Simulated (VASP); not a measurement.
**Fe: single point with r2SCAN**

Crystal: Fe.

```
Fe
1.0
     2.58752    0.00000    0.00000
    -1.29376    2.24086    0.00000
     0.00000    0.00000    4.48129
Fe
2
Direct
  0.33333 0.66667 0.25000
  0.66667 0.33333 0.75000
```

This isn't the form of Fe at room conditions, which is bcc.

```yaml
Program: VASP 6.6.1
Task: single point
Functional: r2SCAN
Potentials_or_basis: VASP PAW PBE potentials, release 64 (Fe)
Cutoff: 520 eV
k_mesh: 18 × 18 × 10
Occupations: gaussian, width 0.1 eV
Spin: collinear spin, ferromagnetic start
Starting_moments: "[3.21, 3.21] μB"
```

```yaml
Pressure: -8.7 GPa
Net_moment: 5.73 μB per cell
Site_moments: Fe +2.92 μB
Valence_electrons_inside_the_program's_atomic_spheres: Fe 7.03
```

Stress tensor (GPa, compression positive):
```
-8.76  0.00  0.00
 0.00 -8.76  0.00
 0.00  0.00 -8.44
```

Levels at points of the mesh, in eV from the Fermi level:
Spin up:
```
           k point  band 9  band 10  band 11  band 12  band 13  band 14
(0.00, 0.00, 0.00)   -2.79    -2.06    -2.06    -1.00     4.18    21.43
(0.50, 0.00, 0.00)   -1.61    -1.52     0.72     2.58     8.02     8.52
(0.00, 0.00, 0.50)   -2.30    -2.30    -2.30    -2.30    11.72    11.72
(0.50, 0.00, 0.50)   -1.56    -1.56     1.11     1.11     6.02     6.02
```
Spin down:
```csv
k point,band 3,band 4,band 5,band 6,band 7,band 8
"(0.00, 0.00, 0.00)",-1.40,-0.55,0.36,0.36,0.65,0.65
"(0.50, 0.00, 0.00)",-2.00,-1.65,-0.04,0.18,0.96,2.65
"(0.00, 0.00, 0.50)",-1.16,-1.16,0.40,0.40,0.40,0.40
"(0.50, 0.00, 0.50)",-1.51,-1.51,0.34,0.34,1.85,1.85
```

Run time: 23 min on 1 thread of Intel Xeon 8259CL, on a shared host, peak memory 0.28 GiB.

Caveat: the cell stands under tension; the PAW data sets were made with another functional, which shifts forces and pressure a little.
